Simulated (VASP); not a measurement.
Set up this calculation in VASP 6.6.1, as the native input.

| Quantity | Value |
| --- | --- |
| Task | density of states |
| Functional | PBEsol |
| Potentials or basis | VASP PAW PBE potentials, release 64 (Pt, Se) |
| Cutoff | 520 eV |
| k mesh | 8 × 8 × 5 |
| Occupations | fermi-dirac, width 0.05 eV |
| Spin | no spin polarisation |
| Hubbard terms | Pt d U = 1.0 eV |
| Dipole correction | no |
| k mesh for the DOS | 12 × 12 × 8 |
| Occupations for the DOS | tetrahedron |
| Further INCAR settings | ALGO = Normal; EDIFF = 1e-06 |

PtSe2 (Sudovikovite):

```
CELL_PARAMETERS angstrom
3.72400 0.00000 0.00000
-1.86200 3.22508 0.00000
0.00000 0.00000 5.06200
ATOMIC_POSITIONS crystal
Pt 0.00000 0.00000 0.00000
Se 0.66667 0.33333 0.75000
Se 0.33333 0.66667 0.25000
```

These files were run (other wordings do the same):

POSCAR

```
PtSe2
1.0
    3.7240000000      0.0000000000      0.0000000000
   -1.8620000000      3.2250786037      0.0000000000
    0.0000000000      0.0000000000      5.0620000000
Pt Se
1 2
Direct
    0.0000000000      0.0000000000      0.0000000000
    0.6666666667      0.3333333333      0.7500000000
    0.3333333333      0.6666666667      0.2500000000
```

INCAR.step1

```
  ALGO = Normal
  EDIFF = 1E-6
  ENCUT = 520
  GGA = PS
  ISIF = 2
  ISMEAR = -1
  LASPH = True
  LCHARG = True
  LDAU = True
  LDAUJ = 0 0
  LDAUL = 2 -1
  LDAUPRINT = 1
  LDAUTYPE = 2
  LDAUU = 1 0
  LMAXMIX = 4
  LREAL = False
  LWAVE = False
  NBANDS = 18
  NELM = 150
  PREC = Accurate
  SIGMA = 0.05
```

KPOINTS.step1

```
k-points
0
Gamma
  8 8 5
```

INCAR.step2

```
  ALGO = Normal
  EDIFF = 1E-6
  ENCUT = 520
  GGA = PS
  ICHARG = 11
  ISIF = 2
  ISMEAR = -5
  LASPH = True
  LCHARG = False
  LDAU = True
  LDAUJ = 0 0
  LDAUL = 2 -1
  LDAUPRINT = 1
  LDAUTYPE = 2
  LDAUU = 1 0
  LMAXMIX = 4
  LORBIT = 11
  LREAL = False
  LWAVE = False
  NEDOS = 1001
  NELM = 150
  PREC = Accurate
  SIGMA = 0.05
```

KPOINTS.step2

```
k-points
0
Gamma
  12 12 8
```

Potentials or basis: VASP PAW PBE potentials, release 64 (Pt, Se).

Launch:

```sh
$ cat potpaw_PBE.64/Pt/POTCAR potpaw_PBE.64/Se/POTCAR > POTCAR
$ cp INCAR.step1 INCAR
$ cp KPOINTS.step1 KPOINTS
$ mpirun -np 1 vasp_std > vasp.out
$ cp INCAR.step2 INCAR
$ cp KPOINTS.step2 KPOINTS
$ mpirun -np 1 vasp_std > vasp.out
```

Results of the run:

| Item | Value |
| --- | --- |
| Valence electrons inside the program's atomic spheres | Pt 9.50; Se 3.79 |

Caveat: spin-orbit coupling is left out, which moves the levels of the heavy elements; U without spin polarisation on a metal has little footing.

Wall time 36 s on 1 thread of Intel(R) Xeon(R) 6975P-C (Granite Rapids), on a shared host, peak memory 0.26 GiB.
